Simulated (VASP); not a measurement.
# Na (P6_3/mmc) in VASP: further runs

Runs on Na. Level: revPBE. Tasks: single point.

Everything below comes from runs of VASP 6.6.1. Logs are shortened: lines on timing, memory, paths and dates and some standing lists are left out, and cuts for length are marked.

**1. The cell of the first run**

Symmetry: P6_3/mmc, No. 194, hexagonal system. Conventional cell: a = 3.774 Å, b = 3.774 Å, c = 12.269 Å, α = 90.00°, β = 90.00°, γ = 120.00°. Within 4.9 Å of Na (site symmetry -3m) lie 12 Na at 3.76 to 3.77 Å. Within 4.9 Å of Na (site symmetry -6m2) lie 12 Na at 3.76 to 3.77 Å.

**2. Single point, revPBE (volume scaled by 0.96)**

Input file INCAR:

```
PREC = Accurate
ENCUT = 520
EDIFF = 1E-6
ISMEAR = -1
SIGMA = 0.1
LREAL = F
LASPH = T
NELM = 80
ALGO = Normal
ISIF = 2
LWAVE = F
LCHARG = F
GGA = RE
NBANDS = 22
```

Input file KPOINTS:

```
regular mesh
0
Gamma
  11 11 3
```

Input file POSCAR:

```
Na
1.0
    3.7737173505      0.0000000000      0.0000000000
   -1.8868586752      3.2681350922      0.0000000000
    0.0000000000      0.0000000000     12.2690498849
Na
4
Direct
    1.0000000000      1.0000000000      0.0000000000
    1.0000000000      1.0000000000      0.5000000000
    0.3333333333      0.6666666667      0.2500000000
    0.6666666667      0.3333333333      0.7500000000
```

Potentials or basis: VASP PAW PBE potentials, release 64 (Na_pv).

Launch:

```sh
$ cat potpaw_PBE.64/Na_pv/POTCAR > POTCAR
$ mpirun -np 1 vasp_std > vasp.out
```

OUTCAR:

```text
PREC = Accurate
   ENCUT = 520
   EDIFF = 1E-6
   ISMEAR = -1
   LREAL = F
   LASPH = T
   NELM = 80
   ISIF = 2
   GGA = RE

 ion  position               nearest neighbor table
   1  0.000  0.000  0.000-
   2  0.000  0.000  0.500-
   3  0.333  0.667  0.250-
   4  0.667  0.333  0.750-

  LATTYP: Found a hexagonal cell.
 ALAT       =     3.7737173505
 C/A-ratio  =     3.2511841098

  Lattice vectors:

 A1 = (   3.7737173505,   0.0000000000,   0.0000000000)
 A2 = (  -1.8868586752,   3.2681350922,   0.0000000000)
 A3 = (   0.0000000000,   0.0000000000,  12.2690498849)

Analysis of symmetry for initial positions (statically):
=====================================================================
 Subroutine PRICEL returns:
 Original cell was already a primitive cell.

 Routine SETGRP: Setting up the symmetry group for a
 hexagonal supercell.

 Subroutine GETGRP returns: Found 24 space group operations
 (whereof 12 operations were pure point group operations)
 out of a pool of 24 trial point group operations.

The static configuration has the point symmetry D_3d.
 The point group associated with its full space group is D_6h.

Analysis of symmetry for dynamics (positions and initial velocities):
=====================================================================
 Subroutine PRICEL returns:
 Original cell was already a primitive cell.

 Routine SETGRP: Setting up the symmetry group for a
 hexagonal supercell.

 Subroutine GETGRP returns: Found 24 space group operations
 (whereof 12 operations were pure point group operations)
 out of a pool of 24 trial point group operations.

The dynamic configuration has the point symmetry D_3d.
 The point group associated with its full space group is D_6h.

 Subroutine INISYM returns: Found 24 space group operations
 (whereof 12 operations are pure point group operations),
 and found     1 'primitive' translations

----------------------------------------------------------------------------------------

                                     Primitive cell

  volume of cell :     151.3144

  direct lattice vectors                    reciprocal lattice vectors
     3.773717351  0.000000000  0.000000000     0.264990699  0.152992452  0.000000000
    -1.886858675  3.268135092  0.000000000     0.000000000  0.305984903  0.000000000
     0.000000000  0.000000000 12.269049885     0.000000000  0.000000000  0.081505904

  length of vectors
     3.773717351  3.773717350 12.269049885     0.305984903  0.305984903  0.081505904

  position of ions in fractional coordinates (direct lattice)
     0.000000000  0.000000000  0.000000000
     0.000000000  0.000000000  0.500000000
     0.333333333  0.666666667  0.250000000
     0.666666667  0.333333333  0.750000000

  ion indices of the primitive-cell ions
   primitive index   ion index
                 1           1
                 2           2
                 3           3
                 4           4

----------------------------------------------------------------------------------------

 KPOINTS: regular mesh

Automatic generation of k-mesh.
 Grid dimensions read from file:
 generate k-points for:   11   11    3

 Generating k-lattice:

  Cartesian coordinates                     Fractional coordinates (reciprocal lattice)
     0.024090064  0.013908405  0.000000000     0.090909091 -0.000000000  0.000000000
     0.000000000  0.027816809  0.000000000     0.000000000  0.090909091  0.000000000
     0.000000000  0.000000000  0.027168635     0.000000000  0.000000000  0.333333333

  Length of vectors
     0.027816809  0.027816809  0.027168635

  Shift w.r.t. Gamma in fractional coordinates (k-lattice)
     0.000000000  0.000000000  0.000000000

 Subroutine IBZKPT returns following result:
 ===========================================

 Found     32 irreducible k-points:

 Following reciprocal coordinates:
            Coordinates               Weight
  0.000000  0.000000  0.000000      1.000000
  0.090909  0.000000  0.000000      6.000000
  0.181818 -0.000000  0.000000      6.000000
  0.272727  0.000000  0.000000      6.000000
  0.363636 -0.000000  0.000000      6.000000
  0.454545  0.000000  0.000000      6.000000
[... 16 lines left out ...]
  0.090909  0.090909  0.333333     12.000000
  0.181818  0.090909  0.333333     24.000000
 [... further k-points ...]
   k-points           NKPTS =     32   k-points in BZ     NKDIM =     32   number of bands    NBANDS=     22
   number of dos      NEDOS =    301   number of ions     NIONS =      4
   total plane-waves  NPLWV =  75264
   dimension x,y,z NGX =    28 NGY =   28 NGZ =   96
   dimension x,y,z NGXF=    56 NGYF=   56 NGZF=  192
   ions per type =               4
   NGX,Y,Z   is equivalent  to a cutoff of  12.34, 12.34, 13.01 a.u.
   NGXF,Y,Z  is equivalent  to a cutoff of  24.67, 24.67, 26.02 a.u.
 SYSTEM =  unknown system
   PREC   = accura    normal or accurate (medium, high low for compatibility)
   ISTART =      0    job   : 0-new  1-cont  2-samecut
   ICHARG =      2    charge: 1-file 2-atom 10-const
   ISPIN  =      1    spin polarized calculation?
   LNONCOLLINEAR =      F non collinear calculations
   LSORBIT =      F    spin-orbit coupling
   LASPH  =      T    aspherical Exc in radial PAW
   ENCUT  =  520.0 eV  38.22 Ry    6.18 a.u.   7.02  7.02 22.81*2*pi/ulx,y,z
   NELM   =     80;   NELMIN=  2; NELMDL= -5     # of ELM steps
   EDIFF  = 0.1E-05   stopping-criterion for ELM
   LREAL  =      F    real-space projection
   EDIFFG = 0.1E-04   stopping-criterion for IOM
   NSW    =      0    number of steps for IOM
   IBRION =     -1    ionic relax: 0-MD 1-quasi-New 2-CG
   NFREE  =      0    steps in history (QN), initial steepest desc. (CG)
   ISIF   =      2    stress and relaxation
   ISYM   =      2    0-nonsym 1-usesym 2-fastsym
   POTIM  = 0.5000    time-step for ionic-motion
   TEBEG  =    0.0;   TEEND  =   0.0 temperature during run
   PSTRESS=    0.0 pullay stress
   NELECT =      28.0000    total number of electrons
   NUPDOWN=      -1.0000    fix difference up-down
   EMIN   =  10.00;   EMAX   =-10.00  energy-range for DOS
   EFERMI =   0.00;   METHOD = LEGACY
   ISMEAR =    -1;   SIGMA  =   0.10  broadening in eV -4-tet -1-fermi 0-gaus
   EFERMI_NEDOS =   21; number of points for ismear=-14 and -15
   IALGO  =     38    algorithm
   IMIX   =      4    mixing-type and parameters
     AMIX     =   0.40;   BMIX     =  1.00
     AMIX_MAG =   1.60;   BMIX_MAG =  1.00
  volume/ion in A,a.u.               =      37.83       255.28
  Fermi-wavevector in a.u.,A,eV,Ry     =   0.932898  1.762921 11.841128  0.870298
  Thomas-Fermi vector in A             =   2.059543
   LORBIT       =      0    0 simple, 1 ext, 2 COOP (PROOUT), +10 PAW based schemes
   GGA     = RE    functional components
   LHFCALC =     F    Hartree Fock is set to
   AEXX    =    0.0000 exact exchange contribution
   IVDW    =     0    specifies the selected vdW correction
   LEPSILON=     F    determine dielectric tensor
   LRPA    =     F    only Hartree local field effects (RPA)
 non-spin polarized calculation
  energy-cutoff  :      520.00
  volume of cell :      151.31
 maximum number of plane-waves:      4101
 NGX is ok and might be reduce to    28
   NGX = 13   NGY = 13   NGZ = 45

 number of electron      27.9999996 magnetization

 Free energy of the ion-electron system (eV)
  ---------------------------------------------------
  ext. energy  EPLUGINS =         0.00000000
  ---------------------------------------------------
  free energy    TOTEN  =        -4.83334056 eV

  energy without entropy =       -4.76144968  energy(sigma->0) =       -4.79739512

 E-fermi :   0.3910     XC(G=0):  -6.3256

 val. band max:        0.3874677708   @ k =   0.1818  -0.0000   0.3333
 cond. band min:       0.4014973403   @ k =   0.2727   0.2727   0.3333
 fundamental gap:      0.0140295695
 Fermi energy:         0.3910169106

 k-point     1 :       0.0000    0.0000    0.0000
  band No.  band energies     occupation
      1     -24.5802      2.00000
      2     -24.5642      2.00000
      3     -24.5639      2.00000
      4     -24.5527      2.00000
      5     -24.5527      2.00000
      6     -24.5504      2.00000
[... 14 lines left out ...]
     21      10.2614      0.00000
     22      10.4465      0.00000

 k-point     2 :       0.0909    0.0000    0.0000
  band No.  band energies     occupation
      1     -24.5794      2.00000
      2     -24.5645      2.00000
      3     -24.5642      2.00000
      4     -24.5545      2.00000
      5     -24.5533      2.00000
      6     -24.5518      2.00000
[... 14 lines left out ...]
     21       9.1386      0.00000
     22       9.2155      0.00000

 k-point     3 :       0.1818   -0.0000    0.0000
  band No.  band energies     occupation
      1     -24.5770      2.00000
      2     -24.5660      2.00000
      3     -24.5659      2.00000
      4     -24.5593      2.00000
      5     -24.5559      2.00000
      6     -24.5549      2.00000
[... 14 lines left out ...]
     21       7.2662      0.00000
     22       7.3419      0.00000

 k-point     4 :       0.2727    0.0000    0.0000
  band No.  band energies     occupation
      1     -24.5739      2.00000
      2     -24.5702      2.00000
      3     -24.5693      2.00000
      4     -24.5653      2.00000
      5     -24.5627      2.00000
      6     -24.5569      2.00000
[... 14 lines left out ...]
     21       6.8572      0.00000
     22       6.8863      0.00000

 k-point     5 :       0.3636   -0.0000    0.0000
  band No.  band energies     occupation
      1     -24.5756      2.00000
      2     -24.5755      2.00000
      3     -24.5706      2.00000
      4     -24.5690      2.00000
      5     -24.5683      2.00000
      6     -24.5587      2.00000
[... 417 lines left out ...]
 k-point    22 :       0.4545    0.0000    0.3333
  band No.  band energies     occupation
      1     -24.5783      2.00000
      2     -24.5775      2.00000
      3     -24.5753      2.00000
      4     -24.5744      2.00000
      5     -24.5627      2.00000
      6     -24.5605      2.00000
[... 14 lines left out ...]
     21       5.3209      0.00000
     22       6.3327      0.00000

 k-point    23 :       0.0909    0.0909    0.3333
  band No.  band energies     occupation
      1     -24.5761      2.00000
      2     -24.5715      2.00000
      3     -24.5593      2.00000
      4     -24.5571      2.00000
      5     -24.5558      2.00000
      6     -24.5555      2.00000
[... 14 lines left out ...]
     21       7.8578      0.00000
     22       7.9880      0.00000

 k-point    24 :       0.1818    0.0909    0.3333
  band No.  band energies     occupation
      1     -24.5740      2.00000
      2     -24.5715      2.00000
      3     -24.5645      2.00000
      4     -24.5616      2.00000
      5     -24.5615      2.00000
      6     -24.5590      2.00000
[... 14 lines left out ...]
     21       6.7211      0.00000
     22       6.9033      0.00000

 [... further k-points ...]
[... 5 lines left out ...]
  --------------------------------------------------------------------------------------
  -------------------------------------------------------------------------------------
  Total        0.2427208      0.2427208      0.4304317      0.0000000      0.0000000      0.0000000
  in kB        2.5700245      2.5700245      4.5575824      0.0000000      0.0000000      0.0000000
  external PRESSURE =       3.2325438 kB  Pullay stress =       0.0000000 kB

 VOLUME and BASIS-vectors are now :
 -----------------------------------------------------------------------------
  energy-cutoff  :      520.00
  volume of cell :      151.31
      direct lattice vectors                 reciprocal lattice vectors
     3.773717351  0.000000000  0.000000000     0.264990699  0.152992452  0.000000000
    -1.886858675  3.268135092  0.000000000     0.000000000  0.305984903  0.000000000
     0.000000000  0.000000000 12.269049885     0.000000000  0.000000000  0.081505904

 POSITION                                       TOTAL-FORCE (eV/Angst)
 -----------------------------------------------------------------------------------
      0.00000      0.00000      0.00000         0.000000      0.000000     -0.000000
      0.00000      0.00000      6.13452         0.000000      0.000000     -0.000000
     -0.00000      2.17876      3.06726        -0.000000      0.000000      0.000000
      1.88686      1.08938      9.20179         0.000000     -0.000000     -0.000000
 -----------------------------------------------------------------------------------
    total drift:                                0.000000     -0.000000      0.000000

  FREE ENERGIE OF THE ION-ELECTRON SYSTEM (eV)
  ---------------------------------------------------
  free  energy   TOTEN  =        -4.8333405573 eV

  energy  without entropy=       -4.7614496763  energy(sigma->0) =       -4.79739512
```

It took 2.3 min on 1 thread of AMD EPYC 7R13, shared host; peak memory 0.25 GiB.

Results:

* Free energy: -4.8333 eV
* Pressure: 0.3 GPa
* Band gap on the k mesh: zero (band 14 reaches 1.52 eV, above the bottom of band 15 at -1.83 eV)

Stress tensor (GPa, compression positive):
```
0.26 0.00 0.00
0.00 0.26 0.00
0.00 0.00 0.46
```

Levels at points of the mesh, in eV from the Fermi level:
| k point | band 12 | band 13 | band 14 | band 15 | band 16 | band 17 | band 18 | band 19 |
| --- | --- | --- | --- | --- | --- | --- | --- | --- |
| (0.00, 0.00, 0.00) | -24.94 | -3.25 | -2.22 | -2.22 | 0.53 | 0.99 | 5.49 | 5.50 |

Caveat: the cell differs from its parent crystal (volume scaled by 0.96); the PAW data sets were made with another functional, which shifts forces and pressure a little.

**3. Single point, revPBE**

This run uses another cell than the first one, of 39.40 Å³/atom, 1.042 times its volume.

Input file INCAR:

```
ALGO     = Normal         # electronic algorithm
EDIFF    = 1E-6           # SCF threshold, eV
ENCUT    = 520            # plane-wave cutoff, eV
GGA      = RE             # functional
ISIF     = 2              # what is computed and relaxed
ISMEAR   = -1             # smearing method
LASPH    = True           # aspherical terms in the spheres
LCHARG   = False          # write CHGCAR
LREAL    = False          # projectors in reciprocal space
LWAVE    = False          # write WAVECAR
NBANDS   = 22             # bands
NELM     = 80             # most SCF steps
PREC     = Accurate       # precision mode
SIGMA    = 0.1            # smearing width, eV
```

Input file KPOINTS:

```
k-points
0
Gamma
  11 11 3
```

Input file POSCAR:

```
Na
1.0
    3.8254185333      0.0000000000      0.0000000000
   -1.9127092667      3.3129096299      0.0000000000
    0.0000000000      0.0000000000     12.4371399490
Na
4
Direct
    1.0000000000      1.0000000000      0.0000000000
    1.0000000000      1.0000000000      0.5000000000
    0.3333333333      0.6666666667      0.2500000000
    0.6666666667      0.3333333333      0.7500000000
```

Potentials or basis: VASP PAW PBE potentials, release 64 (Na_pv).

Launch:

```sh
$ cat potpaw_PBE.64/Na_pv/POTCAR > POTCAR
$ mpirun -np 1 vasp_std > vasp.out
```

Run time: 2.2 min. Hardware: 1 thread of AMD EPYC 7R13, shared host; peak memory 0.25 GiB.

The run converged. Its results:

```
Free energy            : -4.8405 eV
Pressure               : 0.0 GPa
Band gap on the k mesh : zero (band 14 reaches 1.38 eV, above the bottom of band 15 at -1.89 eV)
```

Stress tensor (GPa, compression positive):
```
-0.04  0.00  0.00
 0.00 -0.04  0.00
 0.00  0.00  0.14
```

Levels at points of the mesh, in eV from the Fermi level:
```tsv
k point	band 13	band 14	band 15	band 16	band 17	band 18
(0.00, 0.00, 0.00)	-3.16	-2.17	-2.17	0.53	0.95	5.36
```

Caveat: the PAW data sets were made with another functional, which shifts forces and pressure a little.

**4. Single point, revPBE (volume scaled by 1.04)**

Input file INCAR:

```
SYSTEM = Na
  ALGO = Normal
  EDIFF = 1E-6
  ENCUT = 520
  GGA = RE
  ISIF = 2
  ISMEAR = -1
  LASPH = .TRUE.
  LCHARG = .FALSE.
  LREAL = .FALSE.
  LWAVE = .FALSE.
  NBANDS = 22
  NELM = 80
  PREC = Accurate
  SIGMA = 0.1
```

Input file KPOINTS:

```
k-points
0
G
  11 11 3
  0 0 0
```

Input file POSCAR:

```
Na
1.0
    3.8757587606      0.0000000000      0.0000000000
   -1.9378793803      3.3565055456      0.0000000000
    0.0000000000      0.0000000000     12.6008052960
Na
4
Direct
    1.0000000000      1.0000000000      0.0000000000
    1.0000000000      1.0000000000      0.5000000000
    0.3333333333      0.6666666667      0.2500000000
    0.6666666667      0.3333333333      0.7500000000
```

Launch:

```sh
$ cat potpaw_PBE.64/Na_pv/POTCAR > POTCAR
$ mpirun -np 1 vasp_std > vasp.out
```

Run time: 2.4 min. Hardware: 1 thread of AMD EPYC 7R13, shared host; peak memory 0.27 GiB.

It converged, with:

| Quantity | Value |
| --- | --- |
| Free energy | -4.8365 eV |
| Pressure | -0.2 GPa |
| Band gap on the k mesh | zero (band 14 reaches 1.25 eV, above the bottom of band 15 at -1.94 eV) |

Stress tensor (GPa, compression positive):
```
-0.29  0.00  0.00
 0.00 -0.29  0.00
 0.00  0.00 -0.13
```

Levels at points of the mesh, in eV from the Fermi level:
```
           k point  band 13  band 14  band 15  band 16  band 17  band 18
(0.00, 0.00, 0.00)    -3.08    -2.11    -2.11     0.53     0.91     5.23
```

Caveat: the cell differs from its parent crystal (volume scaled by 1.04); the PAW data sets were made with another functional, which shifts forces and pressure a little.

**5. Single point, revPBE (volume scaled by 1.08)**

Input file INCAR:

```
SYSTEM = Na
ALGO = Normal
EDIFF = 1E-6
ENCUT = 520
GGA = RE
ISIF = 2
ISMEAR = -1
LASPH = .True.
LCHARG = .False.
LREAL = .False.
LWAVE = .False.
NBANDS = 22
NELM = 100
PREC = Accurate
SIGMA = 0.1
```

Input file KPOINTS:

```
k-points
0
Gamma
  11 11 3
  0 0 0
```

Input file POSCAR:

```
Na
1.0
    3.9248242068      0.0000000000      0.0000000000
   -1.9624121034      3.3989974684      0.0000000000
    0.0000000000      0.0000000000     12.7603260949
Na
4
Direct
    1.0000000000      1.0000000000      0.0000000000
    1.0000000000      1.0000000000      0.5000000000
    0.3333333333      0.6666666667      0.2500000000
    0.6666666667      0.3333333333      0.7500000000
```

Launch:

```sh
$ cat potpaw_PBE.64/Na_pv/POTCAR > POTCAR
$ mpirun -np 1 vasp_std > vasp.out
```

Wall time 2.5 min (1 thread of AMD EPYC 7R13, shared host); peak memory 0.27 GiB.

It converged, with:

```
Free energy            : -4.8234 eV
Pressure               : -0.4 GPa
Band gap on the k mesh : zero (band 14 reaches 1.13 eV, above the bottom of band 15 at -1.99 eV)
```

Stress tensor (GPa, compression positive):
```
-0.50  0.00  0.00
 0.00 -0.50  0.00
 0.00  0.00 -0.35
```

Levels at points of the mesh, in eV from the Fermi level:
```
           k point  band 13  band 14  band 15  band 16  band 17  band 18
(0.00, 0.00, 0.00)    -3.01    -2.06    -2.06     0.53     0.87     5.11
```

Caveat: the cell differs from its parent crystal (volume scaled by 1.08); the PAW data sets were made with another functional, which shifts forces and pressure a little.

**6. Single point, revPBE (volume scaled by 1.12)**

Input file INCAR:

```
  ALGO = Normal
  EDIFF = 1E-6
  ENCUT = 520
  GGA = RE
  ISIF = 2
  ISMEAR = -1
  LASPH = True
  LCHARG = True
  LELF = True
  LREAL = False
  LVHAR = True
  LWAVE = False
  NBANDS = 22
  NELM = 100
  PREC = Accurate
  SIGMA = 0.1
```

Input file KPOINTS:

```
k-points
0
Gamma
  11 11 3
```

Input file POSCAR:

```
Na
1.0
    3.9726926343      0.0000000000      0.0000000000
   -1.9863463171      3.4404527427      0.0000000000
    0.0000000000      0.0000000000     12.9159551658
Na
4
Direct
    1.0000000000      1.0000000000      0.0000000000
    1.0000000000      1.0000000000      0.5000000000
    0.3333333333      0.6666666667      0.2500000000
    0.6666666667      0.3333333333      0.7500000000
```

Potentials or basis: VASP PAW PBE potentials, release 64 (Na_pv).

Launch:

```sh
$ cat potpaw_PBE.64/Na_pv/POTCAR > POTCAR
$ mpirun -np 1 vasp_std > vasp.out
```

It took 2.6 min on 1 thread of AMD EPYC 7R13, shared host; peak memory 0.27 GiB.

It converged, with:

```yaml
Free_energy: -4.8027 eV
Pressure: -0.6 GPa
Band_gap_on_the_k_mesh: zero (band 14 reaches 1.02 eV, above the bottom of band 15 at -2.03 eV)
```

Stress tensor (GPa, compression positive):
```
-0.67  0.00  0.00
 0.00 -0.67  0.00
 0.00  0.00 -0.54
```

Levels at points of the mesh, in eV from the Fermi level:
| k point | band 11 | band 12 | band 13 | band 14 | band 15 | band 16 | band 17 | band 18 | band 19 | band 20 |
| --- | --- | --- | --- | --- | --- | --- | --- | --- | --- | --- |
| (0.00, 0.00, 0.00) | -25.07 | -25.07 | -2.93 | -2.01 | -2.01 | 0.53 | 0.84 | 5.00 | 5.00 | 9.03 |

Caveat: the cell differs from its parent crystal (volume scaled by 1.12); the PAW data sets were made with another functional, which shifts forces and pressure a little.

(Part 1 of 2 ends here.)
